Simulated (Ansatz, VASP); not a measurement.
# Two plane-wave programs on Ta

The input INCAR:

```
SYSTEM = Ta
PREC = Accurate ; ENCUT = 520
EDIFF = 1E-6 ; ISMEAR = -1
SIGMA = 0.1 ; LREAL = .False.
LASPH = .True. ; NELM = 80
ALGO = Normal ; ISIF = 2
LWAVE = .False. ; LCHARG = .False.
GGA = B5 ; ALDAX = 1.0
AGGAX = 1.0 ; AGGAC = 1.0
ALDAC = 0.0 ; NBANDS = 18
```

Contents of KPOINTS:

```
regular mesh
0
Gamma
  10 10 10
  0 0 0
```

POSCAR

```
Ta
1.0
    0.0000000000      3.1833210975      3.1833210975
    3.1833210975      0.0000000000      3.1833210975
    3.1833210975      3.1833210975      0.0000000000
Ta
2
Direct
    0.1250000000      0.1250000000      0.1250000000
    0.8750000000      0.8750000000      0.8750000000
```

Input for Ansatz:

```yaml
crystal:
  lattice:
    - [0.0, 3.1833210975, 3.1833210975]
    - [3.1833210975, 0.0, 3.1833210975]
    - [3.1833210975, 3.1833210975, 0.0]
  atoms:
    - { symbol: Ta, position: [0.125, 0.125, 0.125] }
    - { symbol: Ta, position: [0.875, 0.875, 0.875] }
hamiltonian:
  xc: blyp
  pseudopotentials:
    kind: paw
    azcp:
      Ta: "pseudopotentials/Ta.paw.azcp"
basis:
  ecutwfc: 420
  fft_grid_basis: typed
kpoints:
  mp_grid: { grid: [10, 10, 10], shift: [0, 0, 0] }
magnetization:
  spin_polarized: false
scf:
  occupations: { method: fermi_dirac, width: 0.1 }
  lower_state_search: "off"
output:
  stress: true
```

Alike in both runs: task single point; functional BLYP; k mesh 10 × 10 × 10; occupations fermi-dirac, width 0.1 eV; no spin polarisation.

|  | VASP | Ansatz |
| --- | --- | --- |
| version | VASP 6.6.1 | Ansatz 0.2.0 |
| potentials or method | VASP PAW PBE potentials, release 64 (Ta_pv), cutoff 520 eV | plane waves (420 eV) with PAW, scalar-relativistic |
| valence electrons in the cell | 22 | 26 |

```csv
,VASP,Ansatz,Ansatz less VASP
pressure (GPa),-4.0,-4.2,-0.18
```

VASP's potentials were made for PBE, not for BLYP. With one functional, cell and mesh, what is left measures potentials, basis and numerics. VASP's potentials hold 22 valence electrons a cell and Ansatz's 26, so a difference there can come from the potentials and not from the codes.

Spin-orbit coupling is off throughout.
